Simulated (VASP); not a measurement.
# MgO (F-43m) in VASP: a series of runs, part 3 of 3

VASP 6.6.1. Earlier steps stand in the parts before.

## Step 5: Single point, PBE

The input, INCAR:

```
SYSTEM = MgO
PREC = Accurate ; ENCUT = 520
EDIFF = 1E-6 ; ISMEAR = 0
SIGMA = 0.01 ; LREAL = .FALSE.
LASPH = .TRUE. ; NELM = 100
ALGO = Normal ; ISIF = 2
LWAVE = .FALSE. ; LCHARG = .FALSE.
GGA = PE ; NBANDS = 11
```

The input, KPOINTS:

```
regular mesh
0
G
  6 6 6
  0 0 0
```

The input, POSCAR:

```
MgO
1.0
    0.0000000000      2.2820056601      2.2820056601
    2.2820056601      0.0000000000      2.2820056601
    2.2820056601      2.2820056601      0.0000000000
Mg O
1 1
Direct
    0.0000000000      0.0000000000      0.0000000000
    0.2500000000      0.2500000000      0.2500000000
```

Potentials or basis: VASP PAW PBE potentials, release 64 (Mg, O).

Command:

```console
cat potpaw_PBE.64/Mg/POTCAR potpaw_PBE.64/O/POTCAR > POTCAR
mpirun -np 1 vasp_std > vasp.out
```

OUTCAR:

```text
SYSTEM = MgO
   PREC = Accurate
   ENCUT = 520
   EDIFF = 1E-6
   ISMEAR = 0
   LREAL = .FALSE.
   LASPH = .TRUE.
   NELM = 100
   ISIF = 2
   GGA = PE

 ion  position               nearest neighbor table
   1  0.000  0.000  0.000-   2 1.98   2 1.98   2 1.98   2 1.98
   2  0.250  0.250  0.250-   1 1.98   1 1.98   1 1.98   1 1.98

  LATTYP: Found a face centered cubic cell.
 ALAT       =     4.5640113202

  Lattice vectors:

 A1 = (   0.0000000000,   2.2820056601,   2.2820056601)
 A2 = (   2.2820056601,   0.0000000000,   2.2820056601)
 A3 = (   2.2820056601,   2.2820056601,   0.0000000000)

Analysis of symmetry for initial positions (statically):
=====================================================================
 Subroutine PRICEL returns:
 Original cell was already a primitive cell.

 Routine SETGRP: Setting up the symmetry group for a
 face centered cubic supercell.

 Subroutine GETGRP returns: Found 24 space group operations
 (whereof 24 operations were pure point group operations)
 out of a pool of 48 trial point group operations.

The static configuration has the point symmetry T_d .

Analysis of symmetry for dynamics (positions and initial velocities):
=====================================================================
 Subroutine PRICEL returns:
 Original cell was already a primitive cell.

 Routine SETGRP: Setting up the symmetry group for a
 face centered cubic supercell.

 Subroutine GETGRP returns: Found 24 space group operations
 (whereof 24 operations were pure point group operations)
 out of a pool of 48 trial point group operations.

The dynamic configuration has the point symmetry T_d .

 Subroutine INISYM returns: Found 24 space group operations
 (whereof 24 operations are pure point group operations),
 and found     1 'primitive' translations

----------------------------------------------------------------------------------------

                                     Primitive cell

[... 106 lines left out ...]
   GGA     = PE    functional components
   LHFCALC =     F    Hartree Fock is set to
   AEXX    =    0.0000 exact exchange contribution
   IVDW    =     0    specifies the selected vdW correction
   LEPSILON=     F    determine dielectric tensor
   LRPA    =     F    only Hartree local field effects (RPA)
 non-spin polarized calculation
 Gauss-broadening in eV      SIGMA  =   0.01
  energy-cutoff  :      520.00
  volume of cell :       23.77
 maximum number of plane-waves:       650
   NGX = 13   NGY = 13   NGZ = 13

 number of electron       8.0000007 magnetization

 Free energy of the ion-electron system (eV)
  ---------------------------------------------------
  ext. energy  EPLUGINS =         0.00000000
  ---------------------------------------------------
  free energy    TOTEN  =       -11.69311576 eV

  energy without entropy =      -11.69311576  energy(sigma->0) =      -11.69311576

 E-fermi :   0.9021     XC(G=0):  -9.7202

 val. band max:        0.7882447123   @ k =   0.0000   0.0000   0.0000
 cond. band min:       4.4295718394   @ k =   0.0000   0.0000   0.0000
 fundamental gap:      3.6413271271
 Fermi energy:         0.9020503090

 k-point     1 :       0.0000    0.0000    0.0000
  band No.  band energies     occupation
      1     -15.1122      2.00000
      2       0.7882      2.00000
      3       0.7882      2.00000
      4       0.7882      2.00000
      5       4.4296      0.00000
      6      17.6032      0.00000
      7      17.6032      0.00000
      8      17.6032      0.00000
      9      21.1083      0.00000
     10      21.1084      0.00000
     11      21.1976      0.00000
[... 197 lines left out ...]
 k-point    16 :      -0.3333    0.5000    0.1667
  band No.  band energies     occupation
      1     -14.2407      2.00000
      2      -1.3356      2.00000
      3      -0.4471      2.00000
      4      -0.1870      2.00000
      5       8.0692      0.00000
      6      12.3656      0.00000
      7      14.7335      0.00000
      8      15.3646      0.00000
      9      19.2884      0.00000
     10      23.5854      0.00000
     11      24.6507      0.00000

------------------------ aborting loop because EDIFF is reached ----------------------------------------

  FORCE on cell =-STRESS in cart. coord.  units (eV):
  Direction    XX          YY          ZZ          XY          YZ          ZX
  --------------------------------------------------------------------------------------
  -------------------------------------------------------------------------------------
  Total        0.5136184      0.5136184      0.5136184     -0.0000000      0.0000000      0.0000000
  in kB       34.6235050     34.6235050     34.6235050     -0.0000000      0.0000000      0.0000000
  external PRESSURE =      34.6235050 kB  Pullay stress =       0.0000000 kB

 VOLUME and BASIS-vectors are now :
 -----------------------------------------------------------------------------
  energy-cutoff  :      520.00
  volume of cell :       23.77
      direct lattice vectors                 reciprocal lattice vectors
     0.000000000  2.282005660  2.282005660    -0.219105504  0.219105504  0.219105504
     2.282005660  0.000000000  2.282005660     0.219105504 -0.219105504  0.219105504
     2.282005660  2.282005660  0.000000000     0.219105504  0.219105504 -0.219105504

 POSITION                                       TOTAL-FORCE (eV/Angst)
 -----------------------------------------------------------------------------------
      0.00000      0.00000      0.00000         0.000000      0.000000     -0.000000
      1.14100      1.14100      1.14100        -0.000000     -0.000000      0.000000
 -----------------------------------------------------------------------------------
    total drift:                               -0.000001     -0.000001     -0.000001

  FREE ENERGIE OF THE ION-ELECTRON SYSTEM (eV)
  ---------------------------------------------------
  free  energy   TOTEN  =       -11.6931157573 eV

  energy  without entropy=      -11.6931157573  energy(sigma->0) =      -11.69311576
```

stdout:

```text
POSCAR found type information on POSCAR MgO
 POSCAR found :  2 types and       2 ions
 scaLAPACK will be used
 LDA part: xc-table for (Slater+PW92), standard interpolation
 POSCAR, INCAR and KPOINTS ok, starting setup
 FFT: planning ... GRIDC
 FFT: planning ... GRID_SOFT
 FFT: planning ... GRID
 WAVECAR not read
 entering main loop
```

Run time: 5.9 s. Hardware: 1 thread of Intel Xeon Platinum 8488C (Sapphire Rapids), shared host; peak memory 0.13 GiB.

Results:

- Free energy: -11.6931 eV
- Pressure: 3.5 GPa
- Band gap on the k mesh: 3.64 eV

Caveat: the cell stands under pressure.

## Step 6: Single point, r2SCAN

POSCAR is that of step 5.

The input, INCAR.step1:

```
SYSTEM = MgO
ALGO = Normal ; EDIFF = 1E-4
ENCUT = 520 ; GGA = PE
ISMEAR = 0 ; LASPH = .True.
LCHARG = .False. ; LREAL = .False.
LWAVE = .True. ; NBANDS = 11
NELM = 80 ; PREC = Accurate
SIGMA = 0.01
```

The input, INCAR.step2:

```
SYSTEM = MgO
ALGO = Normal ; EDIFF = 1E-6
ENCUT = 520 ; ISIF = 2
ISMEAR = 0 ; ISTART = 1
LASPH = .True. ; LCHARG = .False.
LMIXTAU = .True. ; LREAL = .False.
LWAVE = .False. ; METAGGA = R2SCAN
NBANDS = 11 ; NELM = 80
PREC = Accurate ; SIGMA = 0.01
```

The input, KPOINTS:

```
k-points
0
Gamma
  6 6 6
  0 0 0
```

Potentials or basis: VASP PAW PBE potentials, release 64 (Mg, O).

Command:

```console
cat potpaw_PBE.64/Mg/POTCAR potpaw_PBE.64/O/POTCAR > POTCAR
cp INCAR.step1 INCAR
mpirun -np 1 vasp_std > vasp.out
cp INCAR.step2 INCAR
mpirun -np 1 vasp_std > vasp.out
```

Wall time 20 s (1 thread of Intel Xeon Platinum 8488C (Sapphire Rapids), shared host); peak memory 0.14 GiB.

It converged, with:

| Item | Value |
| --- | --- |
| Free energy | -15.8537 eV |
| Pressure | -0.6 GPa |
| Band gap on the k mesh | 4.32 eV |

Levels at points of the mesh, in eV from the valence-band top:
```csv
k point,band 2,band 3,band 4,band 5,band 6,band 7
"(0.00, 0.00, 0.00)",0.00,0.00,0.00,4.32,17.92,17.92
"(0.50, 0.00, 0.00)",-3.02,-0.18,-0.18,9.63,10.54,15.54
"(0.50, 0.50, 0.00)",-2.50,-0.75,-0.75,6.94,12.48,15.32
```

Caveat: the PAW data sets were made with another functional, which shifts forces and pressure a little.

## Step 7: Single point, PBE

The input, INCAR:

```
SYSTEM = MgO
PREC = Accurate ; ENCUT = 520
EDIFF = 1E-6 ; ISMEAR = 0
SIGMA = 0.01 ; LREAL = .False.
LASPH = .True. ; NELM = 60
ALGO = Normal ; ISIF = 2
LWAVE = .False. ; LCHARG = .True.
GGA = PE ; LELF = .True.
LVHAR = .True. ; NBANDS = 11
```

The input, KPOINTS:

```
regular mesh
0
Gamma
  10 10 10
  0 0 0
```

POSCAR is that of step 6.

Command:

```console
cat potpaw_PBE.64/Mg/POTCAR potpaw_PBE.64/O/POTCAR > POTCAR
mpirun -np 1 vasp_std > vasp.out
```

It took 9.7 s on 1 thread of Intel Xeon Platinum 8488C (Sapphire Rapids), shared host; peak memory 0.14 GiB.

It converged, with:

```
Free energy            : -11.6933 eV
Pressure               : 3.5 GPa
Band gap on the k mesh : 3.64 eV
```

Levels at points of the mesh, in eV from the valence-band top:
```csv
k point,band 2,band 3,band 4,band 5,band 6,band 7
"(0.00, 0.00, 0.00)",0.00,0.00,0.00,3.64,16.82,16.82
"(0.50, 0.00, 0.00)",-3.04,-0.18,-0.18,8.79,9.69,14.62
"(0.50, 0.50, 0.00)",-2.51,-0.74,-0.74,6.26,11.56,14.11
```

Caveat: the cell stands under pressure.

## Step 8: The runs side by side

```tsv
level	k mesh	grid for exact exchange (PRECFOCK)	share of exact exchange	screening parameter	gap on the mesh (eV)	pressure (GPa)
HSE06	6 × 6 × 6	Normal	0.25	0.2079 1/Å	5.24	-0.1
PBE0	6 × 6 × 6	Normal	0.25	-	5.97	-0.2
PBE	6 × 6 × 6	-	-	-	3.64	3.5
r2SCAN	6 × 6 × 6	-	-	-	4.32	-0.6
PBE	10 × 10 × 10	-	-	-	3.64	3.5
```

Alike in all rows: task single point; potentials or basis VASP PAW PBE potentials, release 64 (Mg, O); no spin polarisation; cell as given; cutoff (eV) 520; smearing gaussian 0.01 eV.

On the cell as given the gap runs from 3.64 eV (PBE) to 5.97 eV (PBE0); the meshes differ, which moves gaps too. The pressure there spans -0.6 GPa (r2SCAN) to 3.5 GPa (PBE); a positive pressure means that this level wants a larger cell, a negative one a smaller.

Caveats: the PAW data sets were made with another functional, which shifts forces and pressure a little (at least some runs); the cell stands under pressure (at least some runs).

Total energies depend on the potentials used, so only differences within one code and one set of settings carry meaning.
